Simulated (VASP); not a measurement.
# Cu2O (Pn-3m) in VASP: vibrations by perturbation theory with PBEsol

Aim: the vibrations by perturbation theory of Cu2O with PBEsol.

Program: VASP 6.6.1. These are calculated values, not measurements. Logs are shortened: lines on timing, memory, paths and dates and some standing lists are left out, and cuts for length are marked.

## 1. The cell of the first run

It takes space group Pn-3m (No. 224, cubic). The conventional cell has a = 4.223 Å, b = 4.223 Å, c = 4.223 Å, α = 90.00°, β = 90.00°, γ = 90.00°. Within 2.4 Å of Cu (site symmetry -3m) lie 2 O at 1.83 Å. Within 2.4 Å of O (site symmetry -43m) lie 4 Cu at 1.83 Å.

## 2. Vibrations by perturbation theory, PBEsol

Contents of INCAR:

```
  PREC = Accurate
  ENCUT = 600
  EDIFF = 1E-8
  ISMEAR = 0
  SIGMA = 0.01
  LREAL = F
  LASPH = T
  NELM = 120
  ALGO = Normal
  ISIF = 2
  LWAVE = F
  LCHARG = F
  GGA = PS
  NBANDS = 37
  IBRION = 8
  NSW = 1
  LEPSILON = T
  GGA_COMPAT = F
```

Contents of KPOINTS:

```
regular mesh
0
Gamma
  6 6 6
```

Contents of POSCAR:

```
Cu2O
1.0
    4.2226854921      0.0000000000      0.0000000000
    0.0000000000      4.2226854921      0.0000000000
    0.0000000000      0.0000000000      4.2226854921
Cu O
4 2
Direct
    0.2500000000      0.2500000000      0.2500000000
    0.2500000000      0.7500000000      0.7500000000
    0.7500000000      0.7500000000      0.2500000000
    0.7500000000      0.2500000000      0.7500000000
    0.0000000000      0.0000000000      0.0000000000
    0.5000000000      0.5000000000      0.5000000000
```

Potentials or basis: VASP PAW PBE potentials, release 64 (Cu, O).

The run is started by

```console
cat potpaw_PBE.64/Cu/POTCAR potpaw_PBE.64/O/POTCAR > POTCAR
mpirun -np 1 vasp_std > vasp.out
```

OUTCAR:

```text
PREC = Accurate
   ENCUT = 600
   EDIFF = 1E-8
   ISMEAR = 0
   LREAL = F
   LASPH = T
   NELM = 120
   ISIF = 2
   GGA = PS
   IBRION = 8
   NSW = 1
   LEPSILON = T

 ion  position               nearest neighbor table
   1  0.250  0.250  0.250-   5 1.83   6 1.83
   2  0.250  0.750  0.750-   5 1.83   6 1.83
   3  0.750  0.750  0.250-   5 1.83   6 1.83
   4  0.750  0.250  0.750-   5 1.83   6 1.83
   5  0.000  0.000  0.000-   1 1.83   2 1.83   3 1.83   4 1.83
   6  0.500  0.500  0.500-   1 1.83   2 1.83   3 1.83   4 1.83

  LATTYP: Found a simple cubic cell.
 ALAT       =     4.2226854921

  Lattice vectors:

 A1 = (   4.2226854921,   0.0000000000,   0.0000000000)
 A2 = (   0.0000000000,   4.2226854921,   0.0000000000)
 A3 = (   0.0000000000,   0.0000000000,   4.2226854921)

Analysis of symmetry for initial positions (statically):
=====================================================================
 Subroutine PRICEL returns:
 Original cell was already a primitive cell.

 Routine SETGRP: Setting up the symmetry group for a
 simple cubic supercell.

 Subroutine GETGRP returns: Found 48 space group operations
 (whereof 24 operations were pure point group operations)
 out of a pool of 48 trial point group operations.

The static configuration has the point symmetry T_d .
 The point group associated with its full space group is O_h .

Analysis of symmetry for dynamics (positions and initial velocities):
=====================================================================
 Subroutine PRICEL returns:
 Original cell was already a primitive cell.

 Routine SETGRP: Setting up the symmetry group for a
 simple cubic supercell.

 Subroutine GETGRP returns: Found 48 space group operations
 (whereof 24 operations were pure point group operations)
 out of a pool of 48 trial point group operations.

The dynamic configuration has the point symmetry T_d .
 The point group associated with its full space group is O_h .

 Subroutine INISYM returns: Found 48 space group operations
 (whereof 24 operations are pure point group operations),
 and found     1 'primitive' translations

----------------------------------------------------------------------------------------

                                     Primitive cell

  volume of cell :      75.2950

  direct lattice vectors                    reciprocal lattice vectors
     4.222685492  0.000000000  0.000000000     0.236816121  0.000000000  0.000000000
     0.000000000  4.222685492  0.000000000     0.000000000  0.236816121  0.000000000
[... 1037 lines left out ...]
  x    -0.00000     0.00000    -0.00000     0.00000    -0.00000     0.00000
  y     0.00000    -0.00000     0.00000    -0.00000    -0.00000     0.00000
  z     0.00000     0.00000    -0.00000     0.00000    -0.00000     0.00000

 PIEZOELECTRIC TENSOR (including local field effects)  for field in x, y, z        (C/m^2)
          XX          YY          ZZ          XY          YZ          ZX
  --------------------------------------------------------------------------------
  x    -0.00000     0.00000    -0.00000     0.00000    -0.00000     0.00000
  y     0.00000    -0.00000     0.00000    -0.00000    -0.00000     0.00000
  z     0.00000     0.00000    -0.00000     0.00000    -0.00000     0.00000

 BORN EFFECTIVE CHARGES (including local field effects) (in |e|, cummulative output)
 ---------------------------------------------------------------------------------
 ion    1
    1     0.87880     0.39258     0.39258
    2     0.39258     0.87880     0.39258
    3     0.39258     0.39258     0.87880
 ion    2
    1     0.87880    -0.39258    -0.39258
    2    -0.39258     0.87880     0.39258
    3    -0.39258     0.39258     0.87880
 ion    3
    1     0.87880     0.39258    -0.39258
    2     0.39258     0.87880    -0.39258
    3    -0.39258    -0.39258     0.87880
 ion    4
    1     0.87880    -0.39258     0.39258
    2    -0.39258     0.87880    -0.39258
    3     0.39258    -0.39258     0.87880
 ion    5
    1    -1.75759     0.00000     0.00000
    2     0.00000    -1.75759    -0.00000
    3    -0.00000    -0.00000    -1.75759
 ion    6
    1    -1.75759     0.00000     0.00000
    2     0.00000    -1.75759     0.00000
    3    -0.00000    -0.00000    -1.75759

 INTERNAL STRAIN TENSOR FOR ION    6 for displacements in x,y,z  (eV/Angst):
          X           Y           Z          XY          YZ          ZX
  --------------------------------------------------------------------------------
  x     0.00000     0.00000     0.00000     0.00000   -17.10370    -0.00000
  y    -0.00000     0.00000    -0.00000     0.00000     0.00000   -17.10370
  z     0.00000     0.00000     0.00000   -17.10370    -0.00000     0.00000

 SECOND DERIVATIVES (NOT SYMMETRIZED)
 ------------------------------------
               1X          1Y          1Z          2X          2Y          2Z          3X          3Y          3Z          4X          4Y          4Z          5X          5Y          5Z          6X          6Y          6Z
  1X   -10.193550   -8.638183   -8.638183   -0.469598    0.286137    0.286137    0.395648    0.659947   -0.286290    0.395648   -0.286290    0.659947    4.935926    3.989195    3.989195    4.935926    3.989195    3.989195
  1Y    -8.638183  -10.193550   -8.638183   -0.286290    0.395648    0.659947    0.659947    0.395648   -0.286290    0.286137   -0.469598    0.286137    3.989195    4.935926    3.989195    3.989195    4.935926    3.989195
  1Z    -8.638183   -8.638183  -10.193550   -0.286290    0.659947    0.395648    0.286137    0.286137   -0.469598    0.659947   -0.286290    0.395648    3.989195    3.989195    4.935926    3.989195    3.989195    4.935926
  2X    -0.469598   -0.286137   -0.286137  -10.193550    8.638183    8.638183    0.395648    0.286290   -0.659947    0.395648   -0.659947    0.286290    4.935926   -3.989195   -3.989195    4.935926   -3.989195   -3.989195
  2Y     0.286290    0.395648    0.659947    8.638183  -10.193550   -8.638183   -0.286137   -0.469598    0.286137   -0.659947    0.395648   -0.286290   -3.989195    4.935926    3.989195   -3.989195    4.935926    3.989195
  2Z     0.286290    0.659947    0.395648    8.638183   -8.638183  -10.193550   -0.659947   -0.286290    0.395648   -0.286137    0.286137   -0.469598   -3.989195    3.989195    4.935926   -3.989195    3.989195    4.935926
  3X     0.395648    0.659947    0.286290    0.395648   -0.286290   -0.659947  -10.193550   -8.638183    8.638183   -0.469598    0.286137   -0.286137    4.935926    3.989195   -3.989195    4.935926    3.989195   -3.989195
  3Y     0.659947    0.395648    0.286290    0.286137   -0.469598   -0.286137   -8.638183  -10.193550    8.638183   -0.286290    0.395648   -0.659947    3.989195    4.935926   -3.989195    3.989195    4.935926   -3.989195
  3Z    -0.286137   -0.286137   -0.469598   -0.659947    0.286290    0.395648    8.638183    8.638183  -10.193550    0.286290   -0.659947    0.395648   -3.989195   -3.989195    4.935926   -3.989195   -3.989195    4.935926
  4X     0.395648    0.286290    0.659947    0.395648   -0.659947   -0.286290   -0.469598   -0.286137    0.286137  -10.193550    8.638183   -8.638183    4.935926   -3.989195    3.989195    4.935926   -3.989195    3.989195
  4Y    -0.286137   -0.469598   -0.286137   -0.659947    0.395648    0.286290    0.286290    0.395648   -0.659947    8.638183  -10.193550    8.638183   -3.989195    4.935926   -3.989195   -3.989195    4.935926   -3.989195
  4Z     0.659947    0.286290    0.395648    0.286137   -0.286137   -0.469598   -0.286290   -0.659947    0.395648   -8.638183    8.638183  -10.193550    3.989195   -3.989195    4.935926    3.989195   -3.989195    4.935926
  5X     4.947621    3.989885    3.989885    4.947621   -3.989885   -3.989885    4.947621    3.989885   -3.989885    4.947621   -3.989885    3.989885  -18.457819    0.000000    0.000000   -1.332665    0.000000   -0.000000
  5Y     3.989885    4.947621    3.989885   -3.989885    4.947621    3.989885    3.989885    4.947621   -3.989885   -3.989885    4.947621   -3.989885   -0.000000  -18.457819    0.000000   -0.000000   -1.332665   -0.000000
  5Z     3.989885    3.989885    4.947621   -3.989885    3.989885    4.947621   -3.989885   -3.989885    4.947621    3.989885   -3.989885    4.947621    0.000000    0.000000  -18.457819    0.000000   -0.000000   -1.332665
  6X     4.947621    3.989885    3.989885    4.947621   -3.989885   -3.989885    4.947621    3.989885   -3.989885    4.947621   -3.989885    3.989885   -1.332665    0.000000   -0.000000  -18.457819    0.000000    0.000000
  6Y     3.989885    4.947621    3.989885   -3.989885    4.947621    3.989885    3.989885    4.947621   -3.989885   -3.989885    4.947621   -3.989885   -0.000000   -1.332665   -0.000000   -0.000000  -18.457819    0.000000
  6Z     3.989885    3.989885    4.947621   -3.989885    3.989885    4.947621   -3.989885   -3.989885    4.947621    3.989885   -3.989885    4.947621    0.000000   -0.000000   -1.332665    0.000000    0.000000  -18.457819

 Eigenvectors and eigenvalues of the dynamical matrix
 ----------------------------------------------------

   1 f  =   19.814925 THz   124.500848 2PiTHz  660.954767 cm-1    81.947910 meV
             X         Y         Z           dx          dy          dz
      1.055671  1.055671  1.055671    -0.132286   -0.132286   -0.154907
      1.055671  3.167014  3.167014     0.132286   -0.132286   -0.154907
      3.167014  3.167014  1.055671     0.132286    0.132286   -0.154907
      3.167014  1.055671  3.167014    -0.132286    0.132286   -0.154907
      0.000000  0.000000  0.000000     0.000000    0.000000    0.618069
      2.111343  2.111343  2.111343     0.000000    0.000000    0.618069
[... 145 lines left out ...]
  18 f/i=    0.011729 THz     0.073698 2PiTHz    0.391249 cm-1     0.048509 meV
             X         Y         Z           dx          dy          dz
      1.055671  1.055671  1.055671    -0.001300    0.004878    0.471368
      1.055671  3.167014  3.167014     0.000168    0.004877    0.471366
      3.167014  3.167014  1.055671     0.000150    0.006329    0.471383
      3.167014  1.055671  3.167014    -0.001283    0.006328    0.471385
      0.000000  0.000000  0.000000    -0.000283    0.002801    0.235662
      2.111343  2.111343  2.111343    -0.000283    0.002801    0.235662

--------------------------------------------------------------------------------------------------------

 MACROSCOPIC STATIC DIELECTRIC TENSOR IONIC CONTRIBUTION
 ------------------------------------------------------
           1.096616     0.000000    -0.000000
           0.000000     1.096616     0.000000
          -0.000000     0.000000     1.096616
 ------------------------------------------------------

 ELASTIC MODULI CONTR FROM IONIC RELAXATION (kBar)
 Direction    XX          YY          ZZ          XY          YZ          ZX
 --------------------------------------------------------------------------------
 XX          -0.0000      0.0000      0.0000      0.0000      0.0000     -0.0000
 YY           0.0000     -0.0000      0.0000      0.0000      0.0000     -0.0000
 ZZ           0.0000      0.0000     -0.0000     -0.0000      0.0000     -0.0000
 XY           0.0000      0.0000     -0.0000   -726.9761      0.0000      0.0000
 YZ           0.0000      0.0000      0.0000      0.0000   -726.9761      0.0000
 ZX          -0.0000     -0.0000     -0.0000      0.0000      0.0000   -726.9761
 --------------------------------------------------------------------------------

 PIEZOELECTRIC TENSOR IONIC CONTR  for field in x, y, z        (C/m^2)
          XX          YY          ZZ          XY          YZ          ZX
  --------------------------------------------------------------------------------
  x     0.00000    -0.00000    -0.00000    -0.00000    -0.00000     0.00000
  y    -0.00000     0.00000     0.00000    -0.00000    -0.00000    -0.00000
  z    -0.00000     0.00000    -0.00000     0.00000    -0.00000     0.00000
```

Wall time 21 min (1 thread of Intel Xeon Platinum 8488C (Sapphire Rapids), shared host); peak memory 0.6 GiB.

What came out:

```yaml
Electronic_dielectric_tensor_diagonal: 10.53
Born_charges_mean_of_the_diagonal: Cu +0.88; O -1.76 e
Highest_phonon_frequency_at_Γ_LO-TO_splitting_left_out: 661 cm⁻¹
```

Phonon frequencies in cm⁻¹ (negative: imaginary):
```csv
q point,frequencies
"(0.000, 0.000, 0.000)",0 0 0 65 65 65 82 82 144 144 144 365 539 539 539 661 661 661
```

Electronic dielectric tensor:
```
10.53  0.00  0.00
 0.00 10.53  0.00
 0.00  0.00 10.53
```

Born effective charge tensors (e):
atom 1, Cu
```
0.88 0.39 0.39
0.39 0.88 0.39
0.39 0.39 0.88
```
atom 2, Cu
```
 0.88 -0.39 -0.39
-0.39  0.88  0.39
-0.39  0.39  0.88
```
atom 3, Cu
```
 0.88  0.39 -0.39
 0.39  0.88 -0.39
-0.39 -0.39  0.88
```
atom 4, Cu
```
 0.88 -0.39  0.39
-0.39  0.88 -0.39
 0.39 -0.39  0.88
```
atom 5, O
```
-1.76  0.00  0.00
 0.00 -1.76  0.00
 0.00  0.00 -1.76
```
atom 6, O
```
-1.76  0.00  0.00
 0.00 -1.76  0.00
 0.00  0.00 -1.76
```
